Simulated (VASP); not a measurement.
# Al3B2Sb (P-62m) in VASP: single point with PBE

Aim: the single point of Al3B2Sb with PBE.

Program: VASP 6.6.1. These are calculated values, not measurements. Logs are shortened: lines on timing, memory, paths and dates and some standing lists are left out, and cuts for length are marked.

## (1) The cell of the first run

The structure is hexagonal, space group P-62m (No. 189). The conventional cell has a = 5.032 Å, b = 5.032 Å, c = 6.224 Å, α = 90.00°, β = 90.00°, γ = 120.00°. Al (site symmetry m2m) has 2 B at 2.18 Å and 4 Al at 2.66 Å within 2.9 Å. B (site symmetry 3m) has 1 B at 1.69 Å and 3 Al at 2.18 Å and 1 Sb at 2.26 Å within 2.3 Å. Sb (site symmetry -62m) has 2 B at 2.26 Å within 3.0 Å.

The cell was built from a structure type or drawn by symmetry, and may not be a known phase.

## (2) Single point, PBE

INCAR reads:

```
SYSTEM = Al3B2Sb
PREC     = Accurate       ! precision mode
ENCUT    = 500            ! plane-wave cutoff, eV
EDIFF    = 1E-6           ! SCF threshold, eV
ISMEAR   = 0              ! smearing method
SIGMA    = 0.2            ! smearing width, eV
LREAL    = .FALSE.        ! projectors in reciprocal space
LASPH    = .TRUE.         ! aspherical terms in the spheres
NELM     = 120            ! most SCF steps
ALGO     = Normal         ! electronic algorithm
ISIF     = 2              ! what is computed and relaxed
LWAVE    = .FALSE.        ! write WAVECAR
LCHARG   = .TRUE.         ! write CHGCAR
GGA      = PE             ! functional
LELF     = .TRUE.         ! ELF
LVHAR    = .TRUE.       
NBANDS   = 19             ! bands
GGA_COMPAT= .FALSE.
```

KPOINTS reads:

```
regular mesh
0
G
  4 4 3
  0 0 0
```

POSCAR reads:

```
Al3B2Sb
1.0
    5.0322743838      0.0000000031      0.0000000000
   -2.5161371946      4.3580774536      0.0000000000
    0.0000000000      0.0000000000      6.2238485958
Al B Sb
3 2 1
Direct
    0.6006798935      0.0000000000      0.0000000000
    0.0000000000      0.6006798935      0.0000000000
    0.3993201065      0.3993201065      0.0000000000
    0.0000000000      0.0000000000      0.1361314691
    0.0000000000      0.0000000000      0.8638685309
    0.0000000000      0.0000000000      0.5000000000
```

Potentials or basis: VASP PAW PBE potentials, release 64 (Al, B, Sb).

The run is started by

```
$ cat potpaw_PBE.64/Al/POTCAR potpaw_PBE.64/B/POTCAR potpaw_PBE.64/Sb/POTCAR > POTCAR
$ mpirun -np 1 vasp_std > vasp.out
```

OUTCAR:

```text
SYSTEM = Al3B2Sb
   PREC = Accurate
   ENCUT = 500
   EDIFF = 1E-6
   ISMEAR = 0
   LREAL = .FALSE.
   LASPH = .TRUE.
   NELM = 120
   ISIF = 2
   GGA = PE

 ion  position               nearest neighbor table
   1  0.601  0.000  0.000-   4 2.18   5 2.18   2 2.66   3 2.66   2 2.66   3 2.66
   2  0.000  0.601  0.000-   4 2.18   5 2.18   1 2.66   1 2.66   3 2.66   3 2.66
   3  0.399  0.399  0.000-   4 2.18   5 2.18   1 2.66   2 2.66   1 2.66   2 2.66
   4  0.000  0.000  0.136-   5 1.69   3 2.18   2 2.18   1 2.18   6 2.26
   5  0.000  0.000  0.864-   4 1.69   3 2.18   2 2.18   1 2.18   6 2.26
   6  0.000  0.000  0.500-   4 2.26   5 2.26

  LATTYP: Found a hexagonal cell.
 ALAT       =     5.0322743838
 C/A-ratio  =     1.2367864153

  Lattice vectors:

 A1 = (   5.0322743838,   0.0000000031,   0.0000000000)
 A2 = (  -2.5161371946,   4.3580774536,   0.0000000000)
 A3 = (   0.0000000000,   0.0000000000,   6.2238485958)

Analysis of symmetry for initial positions (statically):
=====================================================================
 Subroutine PRICEL returns:
 Original cell was already a primitive cell.

 Routine SETGRP: Setting up the symmetry group for a
 hexagonal supercell.

 Subroutine GETGRP returns: Found 12 space group operations
 (whereof 12 operations were pure point group operations)
 out of a pool of 24 trial point group operations.

The static configuration has the point symmetry D_3h.

Analysis of symmetry for dynamics (positions and initial velocities):
=====================================================================
 Subroutine PRICEL returns:
 Original cell was already a primitive cell.

 Routine SETGRP: Setting up the symmetry group for a
 hexagonal supercell.

 Subroutine GETGRP returns: Found 12 space group operations
 (whereof 12 operations were pure point group operations)
 out of a pool of 24 trial point group operations.

The dynamic configuration has the point symmetry D_3h.

 Subroutine INISYM returns: Found 12 space group operations
 (whereof 12 operations are pure point group operations),
 and found     1 'primitive' translations

----------------------------------------------------------------------------------------

                                     Primitive cell

  volume of cell :     136.4955

  direct lattice vectors                    reciprocal lattice vectors
[... 80 lines left out ...]
   EDIFFG = 0.1E-04   stopping-criterion for IOM
   NSW    =      0    number of steps for IOM
   IBRION =     -1    ionic relax: 0-MD 1-quasi-New 2-CG
   NFREE  =      0    steps in history (QN), initial steepest desc. (CG)
   ISIF   =      2    stress and relaxation
   ISYM   =      2    0-nonsym 1-usesym 2-fastsym
   POTIM  = 0.5000    time-step for ionic-motion
   TEBEG  =    0.0;   TEEND  =   0.0 temperature during run
   PSTRESS=    0.0 pullay stress
   NELECT =      20.0000    total number of electrons
   NUPDOWN=      -1.0000    fix difference up-down
   EMIN   =  10.00;   EMAX   =-10.00  energy-range for DOS
   EFERMI =   0.00;   METHOD = LEGACY
   ISMEAR =     0;   SIGMA  =   0.20  broadening in eV -4-tet -1-fermi 0-gaus
   EFERMI_NEDOS =   21; number of points for ismear=-14 and -15
   IALGO  =     38    algorithm
   IMIX   =      4    mixing-type and parameters
     AMIX     =   0.40;   BMIX     =  1.00
     AMIX_MAG =   1.60;   BMIX_MAG =  1.00
  volume/ion in A,a.u.               =      22.75       153.52
  Fermi-wavevector in a.u.,A,eV,Ry     =   0.863069  1.630963 10.134813  0.744888
  Thomas-Fermi vector in A             =   1.980964
   LORBIT       =      0    0 simple, 1 ext, 2 COOP (PROOUT), +10 PAW based schemes
   GGA     = PE    functional components
   LHFCALC =     F    Hartree Fock is set to
   AEXX    =    0.0000 exact exchange contribution
   IVDW    =     0    specifies the selected vdW correction
   LEPSILON=     F    determine dielectric tensor
   LRPA    =     F    only Hartree local field effects (RPA)
 non-spin polarized calculation
 Gauss-broadening in eV      SIGMA  =   0.20
  energy-cutoff  :      500.00
  volume of cell :      136.50
 maximum number of plane-waves:      3497
 NGX is ok and might be reduce to    40
   NGX = 19   NGY = 19   NGZ = 23

 number of electron      20.0000000 magnetization

 Free energy of the ion-electron system (eV)
  ---------------------------------------------------
  ext. energy  EPLUGINS =         0.00000000
  ---------------------------------------------------
  free energy    TOTEN  =       -24.04779610 eV

  energy without entropy =      -24.01822874  energy(sigma->0) =      -24.03301242

 E-fermi :   3.7633     XC(G=0):  -8.4166

 val. band max:        3.6376405053   @ k =   0.2500   0.2500   0.0000
 cond. band min:       3.9263608542   @ k =   0.5000  -0.0000   0.0000
 fundamental gap:      0.2887203489
 Fermi energy:         3.7632814381

 k-point     1 :       0.0000    0.0000    0.0000
  band No.  band energies     occupation
      1      -7.9110      2.00000
      2      -5.0213      2.00000
      3      -2.7639      2.00000
      4      -1.4196      2.00000
      5      -0.8775      2.00000
      6      -0.8775      2.00000
[... 153 lines left out ...]
      6       1.1672      2.00000
[... 11 lines left out ...]
     18       9.7398      0.00000
     19       9.7749      0.00000

------------------------ aborting loop because EDIFF is reached ----------------------------------------

  FORCE on cell =-STRESS in cart. coord.  units (eV):
  Direction    XX          YY          ZZ          XY          YZ          ZX
  --------------------------------------------------------------------------------------
  -------------------------------------------------------------------------------------
  Total        0.1198495      0.1198495      0.4675480     -0.0000000      0.0000000      0.0000000
  in kB        1.4067875      1.4067875      5.4880557     -0.0000000      0.0000000      0.0000000
  external PRESSURE =       2.7672103 kB  Pullay stress =       0.0000000 kB

 VOLUME and BASIS-vectors are now :
 -----------------------------------------------------------------------------
  energy-cutoff  :      500.00
  volume of cell :      136.50
      direct lattice vectors                 reciprocal lattice vectors
     5.032274384  0.000000003  0.000000000     0.198717304  0.114729489  0.000000000
    -2.516137195  4.358077454  0.000000000    -0.000000000  0.229458978  0.000000000
     0.000000000  0.000000000  6.223848596     0.000000000  0.000000000  0.160672289

 POSITION                                       TOTAL-FORCE (eV/Angst)
 -----------------------------------------------------------------------------------
      3.02279      0.00000      0.00000         0.012801      0.000000      0.000000
     -1.51139      2.61781      0.00000        -0.006400      0.011086      0.000000
      1.00474      1.74027      0.00000        -0.006400     -0.011086     -0.000000
      0.00000      0.00000      0.84726        -0.000000      0.000000     -0.025517
      0.00000      0.00000      5.37659        -0.000000      0.000000      0.025517
      0.00000      0.00000      3.11192         0.000000      0.000000      0.000000
 -----------------------------------------------------------------------------------
    total drift:                               -0.000000     -0.000000     -0.000000

  FREE ENERGIE OF THE ION-ELECTRON SYSTEM (eV)
  ---------------------------------------------------
  free  energy   TOTEN  =       -24.0477961025 eV

  energy  without entropy=      -24.0182287430  energy(sigma->0) =      -24.03301242
```

It took 31 s on 1 thread of Intel Xeon Platinum 8488C (Sapphire Rapids), shared host; peak memory 0.25 GiB.

Results:

| Property | Result |
| --- | --- |
| Free energy | -24.0478 eV |
| Pressure | 0.3 GPa |
| Largest force | 0.026 eV/Å |
| Band gap on the k mesh | zero (bands 10 and 11 overlap by 1.33 eV) |

Forces on the atoms (eV/Å):
```
Al   0.013  0.000  0.000
Al  -0.006  0.011  0.000
Al  -0.006 -0.011  0.000
B    0.000  0.000 -0.026
B    0.000  0.000  0.026
Sb   0.000  0.000  0.000
```

Levels at points of the mesh, in eV from the Fermi level:
```csv
k point,band 7,band 8,band 9,band 10,band 11,band 12,band 13,band 14
"(0.00, 0.00, 0.00)",-2.14,-0.92,-0.92,0.50,0.59,0.59,0.69,0.69
"(0.50, 0.00, 0.00)",-1.66,-1.32,-0.19,0.16,0.21,1.22,1.82,2.16
```

Caveat: the k points lie up to 0.36 Å⁻¹ apart, too coarse for converged energies and pressures of a metal; spin-orbit coupling is left out, which moves the levels of the heavy elements.
